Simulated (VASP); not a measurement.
Here is a VASP 6.6.1 calculation.

INCAR

```
PREC     = Accurate       # precision mode
ENCUT    = 520            # plane-wave cutoff, eV
EDIFF    = 1E-8           # SCF threshold, eV
ISMEAR   = 0              # smearing method
SIGMA    = 0.01           # smearing width, eV
LREAL    = F              # projectors in reciprocal space
LASPH    = T              # aspherical terms in the spheres
NELM     = 80             # most SCF steps
ALGO     = Normal         # electronic algorithm
ISIF     = 2              # what is computed and relaxed
LWAVE    = F              # write WAVECAR
LCHARG   = F              # write CHGCAR
GGA      = PE             # functional
IBRION   = 8              # ionic algorithm
NSW      = 1              # ionic steps
LEPSILON = T              # dielectric tensor by DFPT
```

Contents of KPOINTS:

```
Automatic mesh
0
Gamma
  10 10 10
```

Contents of POSCAR:

```
ZnS
1.0
    0.0000000000      2.7351568570      2.7351568570
    2.7351568570      0.0000000000      2.7351568570
    2.7351568570      2.7351568570      0.0000000000
Zn S
1 1
Direct
    0.0000000000      0.0000000000      0.0000000000
    0.7500000000      0.7500000000      0.7500000000
```

Potentials or basis: VASP PAW PBE potentials, release 64 (Zn, S).

Command:

```bash
$ cat potpaw_PBE.64/Zn/POTCAR potpaw_PBE.64/S/POTCAR > POTCAR
$ mpirun -np 1 vasp_std > vasp.out
```

Problem. What does it give for the electronic dielectric tensor (diagonal)?

Solution. 5.96.

Problem. Predict the Born charges (mean of the diagonal).

Solution. Zn +2.06; S -2.06 e.

Problem. Predict the highest phonon frequency at Γ, LO-TO splitting left out.

Solution. 254 cm⁻¹.

Electronic dielectric tensor:
```
5.96 0.00 0.00
0.00 5.96 0.00
0.00 0.00 5.96
```
